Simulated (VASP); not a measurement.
MgBe2Te3: single point with PBE

MgBe2Te3:

```
Mg Be Te
1.0
     9.74342   -2.05334    0.00000
     9.74342    2.05334    0.00000
    -1.65262    0.00000    7.86120
Mg Be Te
2 4 6
Direct
  0.92040 0.92040 0.87892
  0.91993 0.91993 0.33498
  0.24235 0.24235 0.51783
  0.24616 0.24616 0.01785
  0.60676 0.60676 0.19812
  0.58830 0.58830 0.69123
  0.31546 0.31546 0.30802
  0.31653 0.31653 0.79926
  0.48435 0.48435 0.13863
  0.01537 0.01537 0.65466
  0.66781 0.66781 0.48584
  0.66990 0.66990 0.97466
```

| Quantity | Value |
| --- | --- |
| Program | VASP 6.6.1 |
| Task | single point |
| Functional | PBE |
| Potentials or basis | VASP PAW PBE potentials, release 64 (Mg, Be, Te) |
| Cutoff | 520 eV |
| k mesh | 8 × 8 × 4 |
| Occupations | gaussian, width 0.02 eV |
| Spin | no spin polarisation |

```json
{"Pressure": "0.1 GPa", "Largest force": "0.027 eV/Å", "Band gap on the k mesh": "1.03 eV (least direct gap 2.01 eV)"}
```

Forces on the atoms (eV/Å):
```
Mg   0.001  0.000  0.001
Mg   0.001  0.000  0.000
Be  -0.006  0.000 -0.002
Be  -0.005  0.000  0.000
Be   0.005  0.000  0.000
Be  -0.001  0.000  0.000
Te   0.019  0.000  0.003
Te   0.018  0.000  0.004
Te  -0.027  0.000 -0.006
Te  -0.016  0.000 -0.003
Te   0.003  0.000  0.010
Te   0.007  0.000 -0.008
```

Levels at points of the mesh, in eV from the valence-band top:
```
           k point  band 20  band 21  band 22  band 23  band 24  band 25  band 26  band 27  band 28  band 29
(0.00, 0.00, 0.00)    -0.92    -0.50    -0.41    -0.20    -0.05     1.96     2.22     2.35     2.56     3.08
(0.50, 0.00, 0.00)    -1.72    -1.60    -1.34    -1.28    -1.08     1.03     2.34     2.41     2.74     3.36
(0.50, 0.50, 0.00)    -1.12    -0.90    -0.79    -0.31    -0.19     1.95     2.30     2.58     2.85     3.20
(0.00, 0.00, 0.50)    -1.29    -1.20    -1.04    -0.17     0.00     2.46     2.71     2.80     2.98     3.53
(0.50, 0.00, 0.50)    -2.17    -2.01    -1.79    -1.34    -0.99     1.07     1.77     2.71     2.91     3.06
(0.50, 0.50, 0.50)    -1.00    -0.90    -0.88    -0.27    -0.12     2.15     2.57     2.65     2.77     3.37
```

Wall time 39 min on 1 thread of Oxide Virtual Turin-like Processor (shared host), peak memory 1.2 GiB.

Caveat: spin-orbit coupling is left out, which moves the levels of the heavy elements. A k mesh can miss the band edges.
